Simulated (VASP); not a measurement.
MgS:

```
Mg S
1.0
     4.02866    0.00000    0.00000
    -2.01433    3.48893    0.00000
     0.00000    0.00000    6.45422
Mg S
2 2
Direct
  0.66667 0.33333 0.49712
  0.33333 0.66667 0.99712
  0.33333 0.66667 0.37788
  0.66667 0.33333 0.87788
```

Base run:

```yaml
Program: VASP 6.6.1
Functional: PBE
Potentials_or_basis: VASP PAW PBE potentials, release 64 (Mg, S)
Cutoff: 520 eV
k_mesh: 12 × 12 × 4
Occupations: gaussian, width 0.01 eV
Spin: no spin polarisation
```

Its results: band gap on the k mesh 3.46 eV, direct; pressure 0.9 GPa; largest force 0.003 eV/Å.

The run is repeated on the same cell with these changes: functional from PBE to r2SCAN; further incar settings from ALGO = Normal; EDIFF = 1e-06; NBANDS = 16 to ALGO = Normal; EDIFF = 1e-07; NBANDS = 16. What comes out?

Band gap on the k mesh 4.13 eV, direct; pressure -0.3 GPa; largest force 0.003 eV/Å.

Caveats: the PAW data sets were made with another functional, which shifts forces and pressure a little (some runs).

A k mesh can miss the band edges.
